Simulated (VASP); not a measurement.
# Ta (Fd-3m) in VASP: further runs

Ta is run at these levels: r2SCAN; tasks: single point.

Everything below comes from runs of VASP 6.6.1. Logs are shortened: lines on timing, memory, paths and dates and some standing lists are left out, and cuts for length are marked.

### 1 The cell of the first run

It takes space group Fd-3m (No. 227, cubic). The conventional cell has a = 6.059 Å, b = 6.059 Å, c = 6.059 Å, α = 90.00°, β = 90.00°, γ = 90.00°. Within 3.5 Å of Ta (site symmetry -43m) lie 4 Ta at 2.62 Å.

### 2 Single point, r2SCAN

File POSCAR:

```
Ta
1.0
    0.0000000000      3.0296717781      3.0296717781
    3.0296717781      0.0000000000      3.0296717781
    3.0296717781      3.0296717781      0.0000000000
Ta
2
Direct
    0.0000000000      0.0000000000      0.0000000000
    0.2500000000      0.2500000000      0.2500000000
```

File INCAR.step1:

```
SYSTEM = Ta
  PREC = Accurate
  ENCUT = 520
  ISMEAR = -1
  SIGMA = 0.1
  LREAL = .False.
  LASPH = .True.
  NELM = 80
  NBANDS = 18
  GGA = PE
  ALGO = Normal
  EDIFF = 1E-4
  LWAVE = .True.
  LCHARG = .False.
```

File INCAR.step2:

```
SYSTEM = Ta
  PREC = Accurate
  ENCUT = 520
  EDIFF = 1E-7
  ISMEAR = -1
  SIGMA = 0.1
  LREAL = .False.
  LASPH = .True.
  NELM = 80
  ALGO = Normal
  ISIF = 2
  LWAVE = .False.
  LCHARG = .True.
  METAGGA = R2SCAN
  LMIXTAU = .True.
  LELF = .True.
  LVHAR = .True.
  NBANDS = 18
  ISTART = 1
```

File KPOINTS:

```
Automatic mesh
0
Gamma
  6 6 6
  0 0 0
```

Potentials or basis: VASP PAW PBE potentials, release 64 (Ta_pv).

Started as:

```console
$ cat potpaw_PBE.64/Ta_pv/POTCAR > POTCAR
$ cp INCAR.step1 INCAR
$ mpirun -np 1 vasp_std > vasp.out
$ cp INCAR.step2 INCAR
$ mpirun -np 1 vasp_std > vasp.out
```

OUTCAR:

```text
SYSTEM = Ta
   PREC = Accurate
   ENCUT = 520
   EDIFF = 1E-7
   ISMEAR = -1
   LREAL = .False.
   LASPH = .True.
   NELM = 80
   ISIF = 2
   METAGGA = R2SCAN
   ISTART = 1

 ion  position               nearest neighbor table
   1  0.000  0.000  0.000-   2 2.62   2 2.62   2 2.62   2 2.62
   2  0.250  0.250  0.250-   1 2.62   1 2.62   1 2.62   1 2.62

  LATTYP: Found a face centered cubic cell.
 ALAT       =     6.0593435562

  Lattice vectors:

 A1 = (   0.0000000000,   3.0296717781,   3.0296717781)
 A2 = (   3.0296717781,   0.0000000000,   3.0296717781)
 A3 = (   3.0296717781,   3.0296717781,   0.0000000000)

Analysis of symmetry for initial positions (statically):
=====================================================================
 Subroutine PRICEL returns:
 Original cell was already a primitive cell.

 Routine SETGRP: Setting up the symmetry group for a
 face centered cubic supercell.

 Subroutine GETGRP returns: Found 48 space group operations
 (whereof 24 operations were pure point group operations)
 out of a pool of 48 trial point group operations.

The static configuration has the point symmetry T_d .
 The point group associated with its full space group is O_h .

Analysis of symmetry for dynamics (positions and initial velocities):
=====================================================================
 Subroutine PRICEL returns:
 Original cell was already a primitive cell.

 Routine SETGRP: Setting up the symmetry group for a
 face centered cubic supercell.

 Subroutine GETGRP returns: Found 48 space group operations
 (whereof 24 operations were pure point group operations)
 out of a pool of 48 trial point group operations.

The dynamic configuration has the point symmetry T_d .
 The point group associated with its full space group is O_h .

 Subroutine INISYM returns: Found 48 space group operations
 (whereof 24 operations are pure point group operations),
 and found     1 'primitive' translations

----------------------------------------------------------------------------------------

                                     Primitive cell

  volume of cell :      55.6182

  direct lattice vectors                    reciprocal lattice vectors
     0.000000000  3.029671778  3.029671778    -0.165034379  0.165034379  0.165034379
     3.029671778  0.000000000  3.029671778     0.165034379 -0.165034379  0.165034379
     3.029671778  3.029671778  0.000000000     0.165034379  0.165034379 -0.165034379

  length of vectors
     4.284602918  4.284602918  4.284602918     0.285847929  0.285847929  0.285847929

  position of ions in fractional coordinates (direct lattice)
     0.000000000  0.000000000  0.000000000
     0.250000000  0.250000000  0.250000000

  ion indices of the primitive-cell ions
   primitive index   ion index
                 1           1
                 2           2

----------------------------------------------------------------------------------------

 KPOINTS: Automatic mesh

Automatic generation of k-mesh.
 Grid dimensions read from file:
 generate k-points for:    6    6    6

 Generating k-lattice:

  Cartesian coordinates                     Fractional coordinates (reciprocal lattice)
    -0.027505730  0.027505730  0.027505730     0.166666667  0.000000000  0.000000000
     0.027505730 -0.027505730  0.027505730     0.000000000  0.166666667  0.000000000
     0.027505730  0.027505730 -0.027505730     0.000000000  0.000000000  0.166666667

  Length of vectors
     0.047641322  0.047641322  0.047641322

  Shift w.r.t. Gamma in fractional coordinates (k-lattice)
     0.000000000  0.000000000  0.000000000

 Subroutine IBZKPT returns following result:
 ===========================================

 Found     16 irreducible k-points:

 Following reciprocal coordinates:
            Coordinates               Weight
  0.000000  0.000000  0.000000      1.000000
  0.166667  0.000000  0.000000      8.000000
  0.333333  0.000000  0.000000      8.000000
  0.500000  0.000000  0.000000      4.000000
  0.166667  0.166667  0.000000      6.000000
  0.333333  0.166667  0.000000     24.000000
[... 8 lines left out ...]
 -0.333333  0.333333  0.166667     24.000000
 -0.333333  0.500000  0.166667     12.000000
   k-points           NKPTS =     16   k-points in BZ     NKDIM =     16   number of bands    NBANDS=     18
   number of dos      NEDOS =    301   number of ions     NIONS =      2
   total plane-waves  NPLWV =  32768
   dimension x,y,z NGX =    32 NGY =   32 NGZ =   32
   dimension x,y,z NGXF=    64 NGYF=   64 NGZF=   64
   ions per type =               2
   NGX,Y,Z   is equivalent  to a cutoff of  12.42, 12.42, 12.42 a.u.
   NGXF,Y,Z  is equivalent  to a cutoff of  24.83, 24.83, 24.83 a.u.
 SYSTEM =  Ta
   PREC   = accura    normal or accurate (medium, high low for compatibility)
   ISTART =      1    job   : 0-new  1-cont  2-samecut
   ICHARG =      0    charge: 1-file 2-atom 10-const
   ISPIN  =      1    spin polarized calculation?
   LNONCOLLINEAR =      F non collinear calculations
   LSORBIT =      F    spin-orbit coupling
   LASPH  =      T    aspherical Exc in radial PAW
   ENCUT  =  520.0 eV  38.22 Ry    6.18 a.u.   7.97  7.97  7.97*2*pi/ulx,y,z
   NELM   =     80;   NELMIN=  2; NELMDL=  0     # of ELM steps
   EDIFF  = 0.1E-06   stopping-criterion for ELM
   LREAL  =      F    real-space projection
   EDIFFG = 0.1E-05   stopping-criterion for IOM
   NSW    =      0    number of steps for IOM
   IBRION =     -1    ionic relax: 0-MD 1-quasi-New 2-CG
   NFREE  =      0    steps in history (QN), initial steepest desc. (CG)
   ISIF   =      2    stress and relaxation
   ISYM   =      2    0-nonsym 1-usesym 2-fastsym
   POTIM  = 0.5000    time-step for ionic-motion
   TEBEG  =    0.0;   TEEND  =   0.0 temperature during run
   PSTRESS=    0.0 pullay stress
   NELECT =      22.0000    total number of electrons
   NUPDOWN=      -1.0000    fix difference up-down
   EMIN   =  10.00;   EMAX   =-10.00  energy-range for DOS
   EFERMI =   0.00;   METHOD = LEGACY
   ISMEAR =    -1;   SIGMA  =   0.10  broadening in eV -4-tet -1-fermi 0-gaus
   EFERMI_NEDOS =   21; number of points for ismear=-14 and -15
   IALGO  =     38    algorithm
   IMIX   =      4    mixing-type and parameters
     AMIX     =   0.40;   BMIX     =  1.00
     AMIX_MAG =   1.60;   BMIX_MAG =  1.00
  volume/ion in A,a.u.               =      27.81       187.66
  Fermi-wavevector in a.u.,A,eV,Ry     =   1.201739  2.270957 19.649215  1.444177
  Thomas-Fermi vector in A             =   2.337540
   LORBIT       =      0    0 simple, 1 ext, 2 COOP (PROOUT), +10 PAW based schemes
   METAGGA = R2SCAN    functional components
   LHFCALC =     F    Hartree Fock is set to
   AEXX    =    0.0000 exact exchange contribution
   IVDW    =     0    specifies the selected vdW correction
   LEPSILON=     F    determine dielectric tensor
   LRPA    =     F    only Hartree local field effects (RPA)
 non-spin polarized calculation
  energy-cutoff  :      520.00
  volume of cell :       55.62
 maximum number of plane-waves:      1524
   NGX = 15   NGY = 15   NGZ = 15

 number of electron      21.9999999 magnetization

 Free energy of the ion-electron system (eV)
  ---------------------------------------------------
  ext. energy  EPLUGINS =         0.00000000
  ---------------------------------------------------
  free energy    TOTEN  =       -91.00740024 eV

  energy without entropy =      -90.88064305  energy(sigma->0) =      -90.94402164

 E-fermi :   2.0222     XC(G=0): -10.8217

 val. band max:        1.9910317959   @ k =  -0.3333   0.3333   0.1667
 cond. band min:       2.0388932867   @ k =   0.3333   0.0000   0.0000
 fundamental gap:      0.0478614908
 Fermi energy:         2.0221740537

 k-point     1 :       0.0000    0.0000    0.0000
  band No.  band energies     occupation
      1     -33.2749      2.00000
      2     -33.2749      2.00000
      3     -33.2749      2.00000
      4     -32.3767      2.00000
      5     -32.3767      2.00000
      6     -32.3767      2.00000
[... 10 lines left out ...]
     17       8.3387      0.00000
     18      12.8325      0.00000

 k-point     2 :       0.1667    0.0000    0.0000
  band No.  band energies     occupation
      1     -33.3015      2.00000
      2     -33.3015      2.00000
      3     -33.2716      2.00000
      4     -32.3845      2.00000
      5     -32.3483      2.00000
      6     -32.3483      2.00000
[... 10 lines left out ...]
     17       8.2136      0.00000
     18      12.2284      0.00000

 k-point     3 :       0.3333    0.0000    0.0000
  band No.  band energies     occupation
      1     -33.3503      2.00000
      2     -33.3503      2.00000
      3     -33.2662      2.00000
      4     -32.3984      2.00000
      5     -32.2958      2.00000
      6     -32.2957      2.00000
[... 10 lines left out ...]
     17       7.7311      0.00000
     18       8.9979      0.00000

 k-point     4 :       0.5000    0.0000    0.0000
  band No.  band energies     occupation
      1     -33.3729      2.00000
      2     -33.3729      2.00000
      3     -33.2643      2.00000
      4     -32.4045      2.00000
      5     -32.2712      2.00000
      6     -32.2712      2.00000
[... 207 lines left out ...]
      4     -32.5985      2.00000
      5     -32.2306      2.00000
      6     -32.1882      2.00000
[... 10 lines left out ...]
     17       8.2771      0.00000
     18       8.7496      0.00000

 k-point    15 :      -0.3333    0.3333    0.1667
  band No.  band energies     occupation
      1     -33.4814      2.00000
      2     -33.4343      2.00000
      3     -33.0048      2.00000
      4     -32.6655      2.00000
      5     -32.2073      2.00000
      6     -32.1643      2.00000
[... 10 lines left out ...]
     17       7.4936      0.00000
     18       7.8128      0.00000

 k-point    16 :      -0.3333    0.5000    0.1667
  band No.  band energies     occupation
      1     -33.4742      2.00000
      2     -33.4742      2.00000
      3     -32.8377      2.00000
      4     -32.8377      2.00000
      5     -32.1669      2.00000
      6     -32.1669      2.00000
[... 10 lines left out ...]
     17       7.4014      0.00000
     18       7.4014      0.00000

------------------------ aborting loop because EDIFF is reached ----------------------------------------

  FORCE on cell =-STRESS in cart. coord.  units (eV):
  Direction    XX          YY          ZZ          XY          YZ          ZX
  --------------------------------------------------------------------------------------
  -------------------------------------------------------------------------------------
  Total        0.0755555      0.0755555      0.0755555      0.0000000      0.0000000      0.0000000
  in kB        2.1765065      2.1765065      2.1765065      0.0000000      0.0000000      0.0000000
  external PRESSURE =       2.1765065 kB  Pullay stress =       0.0000000 kB

 VOLUME and BASIS-vectors are now :
 -----------------------------------------------------------------------------
  energy-cutoff  :      520.00
  volume of cell :       55.62
      direct lattice vectors                 reciprocal lattice vectors
     0.000000000  3.029671778  3.029671778    -0.165034379  0.165034379  0.165034379
     3.029671778  0.000000000  3.029671778     0.165034379 -0.165034379  0.165034379
     3.029671778  3.029671778  0.000000000     0.165034379  0.165034379 -0.165034379

 POSITION                                       TOTAL-FORCE (eV/Angst)
 -----------------------------------------------------------------------------------
      0.00000      0.00000      0.00000        -0.000000     -0.000000     -0.000000
      1.51484      1.51484      1.51484         0.000000      0.000000      0.000000
 -----------------------------------------------------------------------------------
    total drift:                               -0.000000      0.000000      0.000000

  FREE ENERGIE OF THE ION-ELECTRON SYSTEM (eV)
  ---------------------------------------------------
  free  energy   TOTEN  =       -91.0074002352 eV

  energy  without entropy=      -90.8806430500  energy(sigma->0) =      -90.94402164
```

Wall time 24 s (1 thread of Intel Xeon 6975P-C (Granite Rapids), shared host); peak memory 0.18 GiB.

Results:

| Item | Value |
| --- | --- |
| Free energy | -91.0074 eV |
| Pressure | 0.2 GPa |
| Band gap on the k mesh | zero (band 11 reaches 2.32 eV, above the bottom of band 12 at 1.63 eV) |

Caveat: the PAW data sets were made with another functional, which shifts forces and pressure a little; spin-orbit coupling is left out, which moves the levels of the heavy elements.

### 3 Single point, r2SCAN

This run uses another cell than the first one, of 28.23 Å³/atom, 1.015 times its volume.

File POSCAR:

```
Ta
1.0
    0.0000000000      3.0447450201      3.0447450201
    3.0447450201      0.0000000000      3.0447450201
    3.0447450201      3.0447450201      0.0000000000
Ta
2
Direct
    0.0000000000      0.0000000000      0.0000000000
    0.2500000000      0.2500000000      0.2500000000
```

File INCAR.step1:

```
PREC = Accurate
ENCUT = 520
ISMEAR = -1
SIGMA = 0.1
LREAL = False
LASPH = True
NELM = 80
NBANDS = 18
GGA = PE
ALGO = Normal
EDIFF = 1E-4
LWAVE = True
LCHARG = False
```

File INCAR.step2:

```
PREC = Accurate
ENCUT = 520
EDIFF = 1E-6
ISMEAR = -1
SIGMA = 0.1
LREAL = False
LASPH = True
NELM = 80
ALGO = Normal
ISIF = 2
LWAVE = False
LCHARG = False
METAGGA = R2SCAN
LMIXTAU = True
NBANDS = 18
ISTART = 1
```

File KPOINTS:

```
regular mesh
0
Gamma
  6 6 6
```

Potentials or basis: VASP PAW PBE potentials, release 64 (Ta_pv).

Started as:

```console
$ cat potpaw_PBE.64/Ta_pv/POTCAR > POTCAR
$ cp INCAR.step1 INCAR
$ mpirun -np 1 vasp_std > vasp.out
$ cp INCAR.step2 INCAR
$ mpirun -np 1 vasp_std > vasp.out
```

Wall time 22 s (1 thread of Intel Xeon 6975P-C (Granite Rapids), shared host); peak memory 0.18 GiB.

Results (log left out):

* Free energy: -91.0059 eV
* Pressure: -0.8 GPa
* Band gap on the k mesh: zero (band 11 reaches 2.23 eV, above the bottom of band 12 at 1.55 eV)

Levels at points of the mesh, in eV from the Fermi level:
```csv
k point,band 7,band 8,band 9,band 10,band 11,band 12,band 13,band 14,band 15,band 16
"(0.00, 0.00, 0.00)",-5.83,-0.94,-0.94,-0.36,-0.36,-0.36,2.15,2.15,2.15,6.22
"(0.50, 0.00, 0.00)",-3.29,-1.18,-0.82,-0.82,-0.39,-0.39,-0.18,3.36,3.36,5.06
"(0.50, 0.50, 0.00)",-1.97,-1.97,-1.11,-1.11,-0.27,-0.27,2.00,2.00,4.41,4.41
```

Caveat: the PAW data sets were made with another functional, which shifts forces and pressure a little; spin-orbit coupling is left out, which moves the levels of the heavy elements.

### 4 Single point, r2SCAN

This run uses another cell than the first one, of 27.39 Å³/atom, 0.985 times its volume.

File POSCAR:

```
Ta
1.0
    0.0000000000      3.0144470398      3.0144470398
    3.0144470398      0.0000000000      3.0144470398
    3.0144470398      3.0144470398      0.0000000000
Ta
2
Direct
    0.0000000000      0.0000000000      0.0000000000
    0.2500000000      0.2500000000      0.2500000000
```

File INCAR.step1:

```
PREC = Accurate
ENCUT = 520
ISMEAR = -1
SIGMA = 0.1
LREAL = F
LASPH = T
NELM = 60
NBANDS = 18
GGA = PE
ALGO = Normal
EDIFF = 1E-4
LWAVE = T
LCHARG = F
```

File INCAR.step2:

```
PREC = Accurate
ENCUT = 520
EDIFF = 1E-6
ISMEAR = -1
SIGMA = 0.1
LREAL = F
LASPH = T
NELM = 60
ALGO = Normal
ISIF = 2
LWAVE = F
LCHARG = F
METAGGA = R2SCAN
LMIXTAU = T
NBANDS = 18
ISTART = 1
```

File KPOINTS:

```
Automatic mesh
0
Gamma
  7 7 7
```

Started as:

```console
$ cat potpaw_PBE.64/Ta_pv/POTCAR > POTCAR
$ cp INCAR.step1 INCAR
$ mpirun -np 1 vasp_std > vasp.out
$ cp INCAR.step2 INCAR
$ mpirun -np 1 vasp_std > vasp.out
```

It took 26 s on 1 thread of Intel Xeon 6975P-C (Granite Rapids), shared host; peak memory 0.18 GiB.

It converged, with:

- Free energy: -91.0113 eV
- Pressure: 1.4 GPa
- Band gap on the k mesh: zero (band 11 reaches 2.26 eV, above the bottom of band 12 at 1.75 eV)

Levels at points of the mesh, in eV from the Fermi level:
```csv
k point,band 9,band 10,band 11,band 12,band 13,band 14
"(0.00, 0.00, 0.00)",-1.02,-0.36,-0.36,-0.36,2.20,2.20
```

Caveat: the PAW data sets were made with another functional, which shifts forces and pressure a little; spin-orbit coupling is left out, which moves the levels of the heavy elements.

### 5 The runs side by side

```csv
cell,k mesh,gap on the mesh (eV),pressure (GPa)
"a = 4.285 Å, angles 60.0°, 2 atoms",6 × 6 × 6,none,0.2
"a = 4.306 Å, angles 60.0°, 2 atoms",6 × 6 × 6,none,-0.8
"a = 4.263 Å, angles 60.0°, 2 atoms",7 × 7 × 7,none,1.4
```

Alike in all rows: task single point; level r2SCAN; potentials or basis VASP PAW PBE potentials, release 64 (Ta_pv); no spin polarisation; cutoff (eV) 520; smearing fermi-dirac 0.1 eV.

Caveats: the PAW data sets were made with another functional, which shifts forces and pressure a little; spin-orbit coupling is left out, which moves the levels of the heavy elements.

Absolute energies hang on the potentials; compare differences alone.
